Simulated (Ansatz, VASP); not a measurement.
# Two plane-wave programs on Ni

```
CELL_PARAMETERS angstrom
0.00000 1.76194 1.76194
1.76194 0.00000 1.76194
1.76194 1.76194 0.00000
ATOMIC_POSITIONS crystal
Ni 0.00000 0.00000 0.00000
```

Alike in both runs: task single point; functional PBE; k mesh 16 × 16 × 16; occupations fermi-dirac, width 0.1 eV; collinear spin.

|  | VASP | Ansatz |
| --- | --- | --- |
| version | VASP 6.6.1 | Ansatz 0.2.0 |
| potentials or method | VASP PAW PBE potentials, release 64 (Ni) | PAW with Ansatz's default frozen-core files, scalar-relativistic |
| plane-wave cutoff (eV) | 520 | 420 |
| valence electrons in the cell | 10 | 18 |

VASP gave:

| Item | Value |
| --- | --- |
| net moment per atom (μB) | 0.60 |
| size of the moment on the site where the two differ most (μB) | 0.61 |

**Question.** Which values does Ansatz return?

**Answer.** net moment per atom (μB): 0.61; size of the moment on the site where the two differ most (μB): 0.65.

Site moments also hang on the region over which each program counts them. VASP's potentials hold 10 valence electrons a cell and Ansatz's 18, so a difference there can come from the potentials and not from the codes.
